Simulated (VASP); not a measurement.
# MgO (rocksalt type) (Fm-3m) in VASP: further runs

Runs on MgO (rocksalt type). Level: PBE. Tasks: single point, relaxation of cell and atoms.

All numbers are computed with VASP 6.6.1; they aren't measurements. Logs are shortened: lines on timing, memory, paths and dates and some standing lists are left out, and cuts for length are marked.

## Step 1: The cell of the first run

Symmetry: Fm-3m, No. 225, cubic system. The conventional cell has a = 3.916 Å, b = 3.916 Å, c = 3.916 Å, α = 90.00°, β = 90.00°, γ = 90.00°. Within 2.6 Å of Mg (site symmetry m-3m) lie 6 O at 1.96 Å. O (site symmetry m-3m) has 6 Mg at 1.96 Å within 2.6 Å.

## Step 2: Single point, PBE (volume scaled by 0.78, to set the pressure)

Input file INCAR:

```
PREC = Accurate
ENCUT = 520
EDIFF = 1E-6
ISMEAR = -1
SIGMA = 0.08
LREAL = F
LASPH = T
NELM = 60
ALGO = Normal
ISIF = 2
LWAVE = F
LCHARG = F
GGA = PE
NBANDS = 11
```

Input file KPOINTS:

```
regular mesh
0
Gamma
  17 17 17
```

Input file POSCAR:

```
MgO
1.0
    0.0000000000      1.9578860966      1.9578860966
    1.9578860966      0.0000000000      1.9578860966
    1.9578860966      1.9578860966      0.0000000000
Mg O
1 1
Direct
    0.0000000000      0.0000000000      0.0000000000
    0.5000000000      0.5000000000      0.5000000000
```

Potentials or basis: VASP PAW PBE potentials, release 64 (Mg, O).

Started as:

```console
cat potpaw_PBE.64/Mg/POTCAR potpaw_PBE.64/O/POTCAR > POTCAR
mpirun -np 1 vasp_std > vasp.out
```

OUTCAR:

```text
PREC = Accurate
   ENCUT = 520
   EDIFF = 1E-6
   ISMEAR = -1
   LREAL = F
   LASPH = T
   NELM = 60
   ISIF = 2
   GGA = PE

 ion  position               nearest neighbor table
   1  0.000  0.000  0.000-   2 1.96   2 1.96   2 1.96   2 1.96   2 1.96   2 1.96
   2  0.500  0.500  0.500-   1 1.96   1 1.96   1 1.96   1 1.96   1 1.96   1 1.96

  LATTYP: Found a face centered cubic cell.
 ALAT       =     3.9157721932

  Lattice vectors:

 A1 = (   0.0000000000,   1.9578860966,   1.9578860966)
 A2 = (   1.9578860966,   0.0000000000,   1.9578860966)
 A3 = (   1.9578860966,   1.9578860966,   0.0000000000)

Analysis of symmetry for initial positions (statically):
=====================================================================
 Subroutine PRICEL returns:
 Original cell was already a primitive cell.

 Routine SETGRP: Setting up the symmetry group for a
 face centered cubic supercell.

 Subroutine GETGRP returns: Found 48 space group operations
 (whereof 48 operations were pure point group operations)
 out of a pool of 48 trial point group operations.

The static configuration has the point symmetry O_h .

Analysis of symmetry for dynamics (positions and initial velocities):
=====================================================================
 Subroutine PRICEL returns:
 Original cell was already a primitive cell.

 Routine SETGRP: Setting up the symmetry group for a
 face centered cubic supercell.

 Subroutine GETGRP returns: Found 48 space group operations
 (whereof 48 operations were pure point group operations)
 out of a pool of 48 trial point group operations.

The dynamic configuration has the point symmetry O_h .

 Subroutine INISYM returns: Found 48 space group operations
 (whereof 48 operations are pure point group operations),
 and found     1 'primitive' translations

----------------------------------------------------------------------------------------

                                     Primitive cell

  volume of cell :      15.0104

  direct lattice vectors                    reciprocal lattice vectors
     0.000000000  1.957886097  1.957886097    -0.255377471  0.255377471  0.255377471
     1.957886097  0.000000000  1.957886097     0.255377471 -0.255377471  0.255377471
     1.957886097  1.957886097  0.000000000     0.255377471  0.255377471 -0.255377471

  length of vectors
     2.768869071  2.768869071  2.768869071     0.442326755  0.442326755  0.442326755

  position of ions in fractional coordinates (direct lattice)
     0.000000000  0.000000000  0.000000000
     0.500000000  0.500000000  0.500000000

  ion indices of the primitive-cell ions
   primitive index   ion index
                 1           1
                 2           2

----------------------------------------------------------------------------------------

 KPOINTS: regular mesh

Automatic generation of k-mesh.
 Grid dimensions read from file:
 generate k-points for:   17   17   17

 Generating k-lattice:

  Cartesian coordinates                     Fractional coordinates (reciprocal lattice)
    -0.015022204  0.015022204  0.015022204     0.058823529  0.000000000  0.000000000
     0.015022204 -0.015022204  0.015022204     0.000000000  0.058823529  0.000000000
     0.015022204  0.015022204 -0.015022204     0.000000000  0.000000000  0.058823529

  Length of vectors
     0.026019221  0.026019221  0.026019221

  Shift w.r.t. Gamma in fractional coordinates (k-lattice)
     0.000000000  0.000000000  0.000000000

 Subroutine IBZKPT returns following result:
 ===========================================

 Found    165 irreducible k-points:

 Following reciprocal coordinates:
            Coordinates               Weight
  0.000000  0.000000  0.000000      1.000000
  0.058824  0.000000  0.000000      8.000000
  0.117647  0.000000  0.000000      8.000000
  0.176471  0.000000  0.000000      8.000000
  0.235294  0.000000  0.000000      8.000000
  0.294118  0.000000  0.000000      8.000000
[... 16 lines left out ...]
 -0.176471  0.058824  0.000000     24.000000
 -0.117647  0.058824  0.000000     24.000000
 [... further k-points ...]
   k-points           NKPTS =    165   k-points in BZ     NKDIM =    165   number of bands    NBANDS=     11
   number of dos      NEDOS =    301   number of ions     NIONS =      2
   total plane-waves  NPLWV =  13824
   dimension x,y,z NGX =    24 NGY =   24 NGZ =   24
   dimension x,y,z NGXF=    48 NGYF=   48 NGZF=   48
   ions per type =               1   1
   NGX,Y,Z   is equivalent  to a cutoff of  14.41, 14.41, 14.41 a.u.
   NGXF,Y,Z  is equivalent  to a cutoff of  28.82, 28.82, 28.82 a.u.
 SYSTEM =  unknown system
   PREC   = accura    normal or accurate (medium, high low for compatibility)
   ISTART =      0    job   : 0-new  1-cont  2-samecut
   ICHARG =      2    charge: 1-file 2-atom 10-const
   ISPIN  =      1    spin polarized calculation?
   LNONCOLLINEAR =      F non collinear calculations
   LSORBIT =      F    spin-orbit coupling
   LASPH  =      T    aspherical Exc in radial PAW
   ENCUT  =  520.0 eV  38.22 Ry    6.18 a.u.   5.15  5.15  5.15*2*pi/ulx,y,z
   NELM   =     60;   NELMIN=  2; NELMDL= -5     # of ELM steps
   EDIFF  = 0.1E-05   stopping-criterion for ELM
   LREAL  =      F    real-space projection
   EDIFFG = 0.1E-04   stopping-criterion for IOM
   NSW    =      0    number of steps for IOM
   IBRION =     -1    ionic relax: 0-MD 1-quasi-New 2-CG
   NFREE  =      0    steps in history (QN), initial steepest desc. (CG)
   ISIF   =      2    stress and relaxation
   ISYM   =      2    0-nonsym 1-usesym 2-fastsym
   POTIM  = 0.5000    time-step for ionic-motion
   TEBEG  =    0.0;   TEEND  =   0.0 temperature during run
   PSTRESS=    0.0 pullay stress
   NELECT =       8.0000    total number of electrons
   NUPDOWN=      -1.0000    fix difference up-down
   EMIN   =  10.00;   EMAX   =-10.00  energy-range for DOS
   EFERMI =   0.00;   METHOD = LEGACY
   ISMEAR =    -1;   SIGMA  =   0.08  broadening in eV -4-tet -1-fermi 0-gaus
   EFERMI_NEDOS =   21; number of points for ismear=-14 and -15
   IALGO  =     38    algorithm
   IMIX   =      4    mixing-type and parameters
     AMIX     =   0.40;   BMIX     =  1.00
     AMIX_MAG =   1.60;   BMIX_MAG =  1.00
  volume/ion in A,a.u.               =       7.51        50.65
  Fermi-wavevector in a.u.,A,eV,Ry     =   1.327315  2.508262 23.970277  1.761766
  Thomas-Fermi vector in A             =   2.456637
   LORBIT       =      0    0 simple, 1 ext, 2 COOP (PROOUT), +10 PAW based schemes
   GGA     = PE    functional components
   LHFCALC =     F    Hartree Fock is set to
   AEXX    =    0.0000 exact exchange contribution
   IVDW    =     0    specifies the selected vdW correction
   LEPSILON=     F    determine dielectric tensor
   LRPA    =     F    only Hartree local field effects (RPA)
 non-spin polarized calculation
  energy-cutoff  :      520.00
  volume of cell :       15.01
 maximum number of plane-waves:       419
 NGX is ok and might be reduce to    24
   NGX = 11   NGY = 11   NGZ = 11

 number of electron       8.0000002 magnetization

 Free energy of the ion-electron system (eV)
  ---------------------------------------------------
  ext. energy  EPLUGINS =         0.00000000
  ---------------------------------------------------
  free energy    TOTEN  =       -11.26224042 eV

  energy without entropy =      -11.26224042  energy(sigma->0) =      -11.26224042

 E-fermi :   6.7103     XC(G=0): -12.1636

 val. band max:        5.0427738797   @ k =   0.0000   0.0000   0.0000
 cond. band min:      12.2114569858   @ k =   0.0000   0.0000   0.0000
 fundamental gap:      7.1686831061
 Fermi energy:         6.7103414613

 k-point     1 :       0.0000    0.0000    0.0000
  band No.  band energies     occupation
      1     -13.5000      2.00000
      2       5.0428      2.00000
      3       5.0428      2.00000
      4       5.0428      2.00000
      5      12.2115      0.00000
      6      22.0564      0.00000
      7      22.0564      0.00000
      8      22.0564      0.00000
      9      26.5952      0.00000
     10      28.6481      0.00000
     11      28.6481      0.00000

 k-point     2 :       0.0588    0.0000    0.0000
  band No.  band energies     occupation
      1     -13.4471      2.00000
      2       4.7827      2.00000
      3       5.0074      2.00000
      4       5.0074      2.00000
      5      12.4377      0.00000
      6      21.4717      0.00000
      7      22.1732      0.00000
      8      22.1732      0.00000
      9      27.4475      0.00000
     10      28.4674      0.00000
     11      28.4674      0.00000

 k-point     3 :       0.1176    0.0000    0.0000
  band No.  band energies     occupation
      1     -13.2924      2.00000
      2       4.1006      2.00000
      3       4.9075      2.00000
      4       4.9075      2.00000
      5      13.0054      0.00000
      6      20.4273      0.00000
      7      22.4997      0.00000
      8      22.4997      0.00000
      9      28.0755      0.00000
     10      28.0755      0.00000
     11      29.2001      0.00000

 k-point     4 :       0.1765    0.0000    0.0000
  band No.  band energies     occupation
      1     -13.0478      2.00000
      2       3.1819      2.00000
      3       4.7602      2.00000
      4       4.7602      2.00000
      5      13.6834      0.00000
      6      19.5599      0.00000
      7      22.9592      0.00000
      8      22.9592      0.00000
      9      27.7354      0.00000
     10      27.7354      0.00000
     11      30.6980      0.00000
[... 239 lines left out ...]
 k-point    22 :      -0.2353    0.0588    0.0000
  band No.  band energies     occupation
      1     -12.5832      2.00000
      2       1.8374      2.00000
      3       4.3428      2.00000
      4       4.5593      2.00000
      5      14.5337      0.00000
      6      18.8970      0.00000
      7      23.4745      0.00000
      8      23.6630      0.00000
      9      26.9801      0.00000
     10      28.3709      0.00000
     11      31.3758      0.00000

 k-point    23 :      -0.1765    0.0588    0.0000
  band No.  band energies     occupation
      1     -12.9093      2.00000
      2       2.7978      2.00000
      3       4.5359      2.00000
      4       4.7296      2.00000
      5      14.0491      0.00000
      6      19.1578      0.00000
      7      23.2012      0.00000
      8      23.2135      0.00000
      9      26.9830      0.00000
     10      28.2041      0.00000
     11      31.3560      0.00000

 k-point    24 :      -0.1176    0.0588    0.0000
  band No.  band energies     occupation
      1     -13.1765      2.00000
      2       3.7055      2.00000
      3       4.7267      2.00000
      4       4.8754      2.00000
      5      13.3890      0.00000
      6      19.8476      0.00000
      7      22.6961      0.00000
      8      22.8221      0.00000
      9      27.3642      0.00000
     10      28.3328      0.00000
     11      30.2185      0.00000

 [... further k-points ...]
[... 5 lines left out ...]
  --------------------------------------------------------------------------------------
  -------------------------------------------------------------------------------------
  Total        5.7623369      5.7623369      5.7623369     -0.0000000      0.0000000      0.0000000
  in kB      615.0592614    615.0592614    615.0592614     -0.0000000      0.0000000      0.0000000
  external PRESSURE =     615.0592614 kB  Pullay stress =       0.0000000 kB

 VOLUME and BASIS-vectors are now :
 -----------------------------------------------------------------------------
  energy-cutoff  :      520.00
  volume of cell :       15.01
      direct lattice vectors                 reciprocal lattice vectors
     0.000000000  1.957886097  1.957886097    -0.255377471  0.255377471  0.255377471
     1.957886097  0.000000000  1.957886097     0.255377471 -0.255377471  0.255377471
     1.957886097  1.957886097  0.000000000     0.255377471  0.255377471 -0.255377471

 POSITION                                       TOTAL-FORCE (eV/Angst)
 -----------------------------------------------------------------------------------
      0.00000      0.00000      0.00000        -0.000000     -0.000000      0.000000
      1.95789      1.95789      1.95789         0.000000      0.000000      0.000000
 -----------------------------------------------------------------------------------
    total drift:                               -0.000000     -0.000000      0.000000

  FREE ENERGIE OF THE ION-ELECTRON SYSTEM (eV)
  ---------------------------------------------------
  free  energy   TOTEN  =       -11.2622404238 eV

  energy  without entropy=      -11.2622404238  energy(sigma->0) =      -11.26224042
```

Run time: 20 s. Hardware: 1 thread of Intel Xeon Platinum 8488C (Sapphire Rapids), shared host; peak memory 0.16 GiB.

Results:

| Quantity | Value |
| --- | --- |
| Free energy | -11.2622 eV |
| Pressure | 61.5 GPa |
| Band gap on the k mesh | 7.17 eV, direct |

Levels at points of the mesh, in eV from the valence-band top:
```tsv
k point	band 1	band 2	band 3	band 4	band 5	band 6	band 7	band 8	band 9
(0.00, 0.00, 0.00)	-18.54	0.00	0.00	0.00	7.17	17.01	17.01	17.01	21.55
```

Caveat: the cell differs from its parent crystal (volume scaled by 0.78, to set the pressure).

(Continued in part 2 of 3.)
